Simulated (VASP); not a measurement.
# Zn (P6_3/mmc) in VASP: a series of runs, part 2 of 2

VASP 6.6.1. The steps go on from the part before.

## Step 3: Relaxation of cell and atoms, LDA

This run uses another cell than the first one, of 15.33 Å³/atom, 1.139 times its volume.

INCAR

```
SYSTEM = Zn
  PREC = Accurate
  ENCUT = 600
  EDIFF = 1E-6
  ISMEAR = -1
  SIGMA = 0.1
  LREAL = .False.
  LASPH = .True.
  NELM = 60
  ALGO = Normal
  ISIF = 3
  LWAVE = .False.
  LCHARG = .False.
  IBRION = 2
  NSW = 80
  EDIFFG = -0.02
```

KPOINTS

```
Automatic mesh
0
Gamma
  9 9 4
  0 0 0
```

POSCAR

```
Zn
1.0
    2.6700000000      0.0000000000      0.0000000000
   -1.3350000000      2.3122880000      0.0000000000
    0.0000000000      0.0000000000      4.9660000000
Zn
2
Direct
    0.3333333333      0.6666666667      0.2500000000
    0.6666666667      0.3333333333      0.7500000000
```

Potentials or basis: VASP PAW LDA potentials, release 64 (Zn).

Launch:

```
$ cat potpaw_LDA.64/Zn/POTCAR > POTCAR
$ mpirun -np 1 vasp_std > vasp.out
```

OUTCAR:

```text
SYSTEM = Zn
   PREC = Accurate
   ENCUT = 600
   EDIFF = 1E-6
   ISMEAR = -1
   LREAL = .False.
   LASPH = .True.
   NELM = 60
   ISIF = 3
   IBRION = 2
   NSW = 80
   EDIFFG = -0.02

 ion  position               nearest neighbor table
   1  0.333  0.667  0.250-   2 2.92   2 2.92   2 2.92   2 2.92   2 2.92   2 2.92
   2  0.667  0.333  0.750-   1 2.92   1 2.92   1 2.92   1 2.92   1 2.92   1 2.92

  LATTYP: Found a hexagonal cell.
 ALAT       =     2.6700000000
 C/A-ratio  =     1.8599250936

  Lattice vectors:

 A1 = (   2.6700000000,   0.0000000000,   0.0000000000)
 A2 = (  -1.3350000000,   2.3122880000,   0.0000000000)
 A3 = (   0.0000000000,   0.0000000000,   4.9660000000)

Analysis of symmetry for initial positions (statically):
=====================================================================
 Subroutine PRICEL returns:
 Original cell was already a primitive cell.

 Routine SETGRP: Setting up the symmetry group for a
 hexagonal supercell.

 Subroutine GETGRP returns: Found 24 space group operations
 (whereof 12 operations were pure point group operations)
 out of a pool of 24 trial point group operations.

The static configuration has the point symmetry D_3d.
 The point group associated with its full space group is D_6h.

Analysis of symmetry for dynamics (positions and initial velocities):
=====================================================================
 Subroutine PRICEL returns:
 Original cell was already a primitive cell.

 Routine SETGRP: Setting up the symmetry group for a
 hexagonal supercell.

 Subroutine GETGRP returns: Found 24 space group operations
 (whereof 12 operations were pure point group operations)
 out of a pool of 24 trial point group operations.

The dynamic configuration has the point symmetry D_3d.
 The point group associated with its full space group is D_6h.

 Subroutine INISYM returns: Found 24 space group operations
 (whereof 12 operations are pure point group operations),
 and found     1 'primitive' translations

----------------------------------------------------------------------------------------

                                     Primitive cell

  volume of cell :      30.6591

  direct lattice vectors                    reciprocal lattice vectors
     2.670000000  0.000000000  0.000000000     0.374531835  0.216236040  0.000000000
    -1.335000000  2.312288000  0.000000000     0.000000000  0.432472080  0.000000000
     0.000000000  0.000000000  4.966000000     0.000000000  0.000000000  0.201369311

  length of vectors
     2.670000000  2.670000149  4.966000000     0.432472104  0.432472080  0.201369311

  position of ions in fractional coordinates (direct lattice)
     0.333333333  0.666666667  0.250000000
     0.666666667  0.333333333  0.750000000

  ion indices of the primitive-cell ions
   primitive index   ion index
                 1           1
                 2           2

----------------------------------------------------------------------------------------

 KPOINTS: Automatic mesh

Automatic generation of k-mesh.
[... 24 lines left out ...]
  0.111111  0.000000  0.000000      6.000000
  0.222222 -0.000000  0.000000      6.000000
  0.333333  0.000000  0.000000      6.000000
  0.444444 -0.000000  0.000000      6.000000
  0.111111  0.111111  0.000000      6.000000
[... 16 lines left out ...]
  0.333333  0.222222  0.250000     24.000000
  0.333333  0.333333  0.250000      4.000000
 [... further k-points ...]
   k-points           NKPTS =     36   k-points in BZ     NKDIM =     36   number of bands    NBANDS=     16
   number of dos      NEDOS =    301   number of ions     NIONS =      2
   total plane-waves  NPLWV =  23040
   dimension x,y,z NGX =    24 NGY =   24 NGZ =   40
   dimension x,y,z NGXF=    48 NGYF=   48 NGZF=   80
   ions per type =               2
   NGX,Y,Z   is equivalent  to a cutoff of  14.94, 14.94, 13.39 a.u.
   NGXF,Y,Z  is equivalent  to a cutoff of  29.89, 29.89, 26.78 a.u.
 SYSTEM =  Zn
   PREC   = accura    normal or accurate (medium, high low for compatibility)
   ISTART =      0    job   : 0-new  1-cont  2-samecut
   ICHARG =      2    charge: 1-file 2-atom 10-const
   ISPIN  =      1    spin polarized calculation?
   LNONCOLLINEAR =      F non collinear calculations
   LSORBIT =      F    spin-orbit coupling
   LASPH  =      T    aspherical Exc in radial PAW
   ENCUT  =  600.0 eV  44.10 Ry    6.64 a.u.   5.33  5.33  9.92*2*pi/ulx,y,z
   NELM   =     60;   NELMIN=  2; NELMDL= -5     # of ELM steps
   EDIFF  = 0.1E-05   stopping-criterion for ELM
   LREAL  =      F    real-space projection
   EDIFFG = -.2E-01   stopping-criterion for IOM
   NSW    =     80    number of steps for IOM
   IBRION =      2    ionic relax: 0-MD 1-quasi-New 2-CG
   NFREE  =      1    steps in history (QN), initial steepest desc. (CG)
   ISIF   =      3    stress and relaxation
   ISYM   =      2    0-nonsym 1-usesym 2-fastsym
   POTIM  = 0.5000    time-step for ionic-motion
   TEBEG  =    0.0;   TEEND  =   0.0 temperature during run
   PSTRESS=    0.0 pullay stress
   NELECT =      24.0000    total number of electrons
   NUPDOWN=      -1.0000    fix difference up-down
   EMIN   =  10.00;   EMAX   =-10.00  energy-range for DOS
   EFERMI =   0.00;   METHOD = LEGACY
   ISMEAR =    -1;   SIGMA  =   0.10  broadening in eV -4-tet -1-fermi 0-gaus
   EFERMI_NEDOS =   21; number of points for ismear=-14 and -15
   IALGO  =     38    algorithm
   IMIX   =      4    mixing-type and parameters
     AMIX     =   0.40;   BMIX     =  1.00
     AMIX_MAG =   1.60;   BMIX_MAG =  1.00
  volume/ion in A,a.u.               =      15.33       103.45
  Fermi-wavevector in a.u.,A,eV,Ry     =   1.508778  2.851177 30.972443  2.276410
  Thomas-Fermi vector in A             =   2.619187
   LORBIT       =      0    0 simple, 1 ext, 2 COOP (PROOUT), +10 PAW based schemes
   GGA     = CA    functional components
   LHFCALC =     F    Hartree Fock is set to
   AEXX    =    0.0000 exact exchange contribution
   IVDW    =     0    specifies the selected vdW correction
   LEPSILON=     F    determine dielectric tensor
   LRPA    =     F    only Hartree local field effects (RPA)
 conjugate gradient relaxation of ions
 non-spin polarized calculation
  energy-cutoff  :      600.00
  volume of cell :       30.66
 maximum number of plane-waves:      1051
 NGX is ok and might be reduce to    24
   NGX = 11   NGY = 11   NGZ = 19

--------------------------------------- Ionic step        1  -------------------------------------------

 number of electron      24.0000003 magnetization

 Free energy of the ion-electron system (eV)
  ---------------------------------------------------
  ext. energy  EPLUGINS =         0.00000000
  ---------------------------------------------------
  free energy    TOTEN  =        -3.62301830 eV

  energy without entropy =       -3.58580248  energy(sigma->0) =       -3.60441039

------------------------ aborting loop because EDIFF is reached ----------------------------------------

  FORCE on cell =-STRESS in cart. coord.  units (eV):
  Direction    XX          YY          ZZ          XY          YZ          ZX
  --------------------------------------------------------------------------------------
  -------------------------------------------------------------------------------------
  Total       -1.7086340     -1.7086342     -1.4253132      0.0000000      0.0000000      0.0000000
  in kB      -89.2893627    -89.2893760    -74.4836546      0.0000000      0.0000000      0.0000000
  external PRESSURE =     -84.3541311 kB  Pullay stress =       0.0000000 kB
[... 239 lines left out ...]
--------------------------------------- Ionic step        8  -------------------------------------------

 number of electron      24.0000017 magnetization

 Free energy of the ion-electron system (eV)
  ---------------------------------------------------
  ext. energy  EPLUGINS =         0.00000000
  ---------------------------------------------------
  free energy    TOTEN  =        -3.73647156 eV

  energy without entropy =       -3.71462231  energy(sigma->0) =       -3.72554693

 E-fermi :   3.9044     XC(G=0): -12.5293

 val. band max:        3.8614664256   @ k =   0.3333   0.2222   0.0000
 cond. band min:       4.1007199383   @ k =   0.3333   0.3333   0.2500
 fundamental gap:      0.2392535127
 Fermi energy:         3.9044055148

 k-point     1 :       0.0000    0.0000    0.0000
  band No.  band energies     occupation
      1      -7.5941      2.00000
      2      -5.3835      2.00000
      3      -4.5080      2.00000
      4      -4.2964      2.00000
      5      -4.2964      2.00000
      6      -4.2194      2.00000
[... 433 lines left out ...]
      3      -4.6310      2.00000
      4      -4.4420      2.00000
      5      -4.2975      2.00000
      6      -4.2975      2.00000
[... 8 lines left out ...]
     15       7.6182      0.00000
     16       7.6441      0.00000

 [... further k-points ...]
[... 5 lines left out ...]
  --------------------------------------------------------------------------------------
  -------------------------------------------------------------------------------------
  Total        0.0249575      0.0249575     -0.0113099      0.0000000      0.0000000      0.0000000
  in kB        1.4777081      1.4777083     -0.6696498      0.0000000      0.0000000      0.0000000
  external PRESSURE =       0.7619222 kB  Pullay stress =       0.0000000 kB
[... 17 lines left out ...]
  FREE ENERGIE OF THE ION-ELECTRON SYSTEM (eV)
  ---------------------------------------------------
  free  energy   TOTEN  =        -3.7364715565 eV

  energy  without entropy=       -3.7146223072  energy(sigma->0) =       -3.72554693

 reached required accuracy - stopping structural energy minimisation
```

CONTCAR:

```text
Zn
   1.00000000000000
     2.5995774096926372    0.0000000000000000    0.0000000000000000
    -1.2997887048463186    2.2513002335702605   -0.0000000000000000
     0.0000000000000000   -0.0000000000000001    4.6236623043072083
  Zn
     2
Direct
     0.3333333332999970    0.6666666667000030    0.2500000000000000
     0.6666666667000030    0.3333333332999970    0.7500000000000000

  0.00000000E+00  0.00000000E+00  0.00000000E+00
  0.00000000E+00  0.00000000E+00  0.00000000E+00
```

Wall time 30 s (1 thread of Intel Xeon 6975P-C (Granite Rapids), shared host); peak memory 0.15 GiB.

Results:

| Item | Value |
| --- | --- |
| Free energy | -3.7365 eV |
| Relaxed volume | 13.53 Å³/atom |
| Relaxed cell | a = 2.600 Å, b = 2.600 Å, c = 4.624 Å, α = 90.00°, β = 90.00°, γ = 120.00° |
| Space group after relaxing (to 0.05 Å) | P6_3/mmc (No. 194) |
| Energy gained by relaxing | 56.7 meV/atom |
| Ionic steps | 8 |
| Pressure after relaxing | 0.1 GPa |
| Band gap on the k mesh | zero (band 12 reaches 4.57 eV, above the bottom of band 13 at 1.32 eV) |

The path:
| step | energy change (eV) | largest force (eV/Å) | pressure (GPa) | volume (Å³) |
| --- | --- | --- | --- | --- |
| 1 | 0.0000 | 0.0000 | -8.44 | 30.66 |
| 2 | -0.0993 | 0.0000 | 0.05 | 27.22 |
| 3 | -0.0994 | 0.0000 | 0.51 | 27.25 |
| 4 | -0.0996 | 0.0000 | -0.26 | 27.43 |
| 5 | -0.0996 | 0.0000 | -0.02 | 27.37 |
| 6 | -0.1006 | 0.0000 | -0.17 | 27.34 |
| 7 | -0.1057 | 0.0000 | -0.16 | 27.25 |
| 8 | -0.1135 | 0.0000 | 0.08 | 27.06 |

Final structure:
```
CELL_PARAMETERS angstrom
2.59958 0.00000 0.00000
-1.29979 2.25130 0.00000
0.00000 0.00000 4.62366
ATOMIC_POSITIONS crystal
Zn 0.33333 0.66667 0.25000
Zn 0.66667 0.33333 0.75000
```

Caveat: the volume moved by -12 % from the deposited cell, more than functionals usually miss. Zero-point motion and thermal expansion aren't in these numbers.
